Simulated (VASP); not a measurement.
## CdF2: single point with PBE

The system is CdF2.

```
Cd F
1.0
     3.85249    0.00000    0.00000
     0.00000    3.85249    0.00000
     0.00000    0.00000    5.55997
Cd F
1 2
Cartesian
  0.0000 0.0000 0.0000
  1.9262 0.0000 0.9524
  0.0000 1.9262 4.6076
```

This cell differs from its parent crystal: atoms taken out.

```json
{"Program": "VASP 6.6.1", "Task": "single point", "Functional": "PBE", "Potentials or basis": "VASP PAW PBE potentials, release 64 (Cd_sv_GW, F)", "Cutoff": "700 eV", "k mesh": "4 × 4 × 4", "Occupations": "gaussian, width 0.1 eV", "Spin": "no spin polarisation"}
```

```yaml
Pressure: -0.3 GPa
Largest_force: 0.012 eV/Å
Band_gap_on_the_k_mesh: 3.56 eV (least direct gap 3.60 eV)
```

Forces on the atoms (eV/Å):
```
Cd   0.000  0.000  0.000
F    0.000  0.000 -0.012
F    0.000  0.000  0.012
```

Stress tensor (GPa, compression positive):
```
-0.19  0.00  0.00
 0.00 -0.19  0.00
 0.00  0.00 -0.46
```

Levels at points of the mesh, in eV from the valence-band top:
| k point | band 14 | band 15 | band 16 | band 17 | band 18 | band 19 | band 20 | band 21 |
| --- | --- | --- | --- | --- | --- | --- | --- | --- |
| (0.00, 0.00, 0.00) | -1.09 | -0.21 | -0.21 | -0.05 | 3.56 | 8.28 | 10.07 | 13.02 |
| (0.50, 0.00, 0.00) | -0.79 | -0.60 | -0.32 | -0.05 | 5.82 | 8.19 | 9.80 | 11.96 |
| (0.50, 0.50, 0.00) | -1.02 | -0.64 | -0.53 | -0.52 | 7.86 | 9.13 | 9.13 | 11.72 |
| (0.00, 0.00, 0.50) | -1.08 | -0.22 | -0.22 | -0.16 | 4.14 | 6.64 | 12.54 | 13.25 |
| (0.50, 0.00, 0.50) | -0.79 | -0.55 | -0.32 | -0.01 | 6.05 | 8.43 | 8.92 | 10.16 |
| (0.50, 0.50, 0.50) | -1.04 | -0.68 | -0.55 | -0.51 | 8.01 | 9.62 | 9.62 | 10.06 |

Wall time 26 s on 1 thread of Intel(R) Xeon(R) 6975P-C (Granite Rapids), on a shared host, peak memory 0.27 GiB.

Caveat: the cell differs from its parent crystal (atoms taken out). A k mesh can miss the band edges.
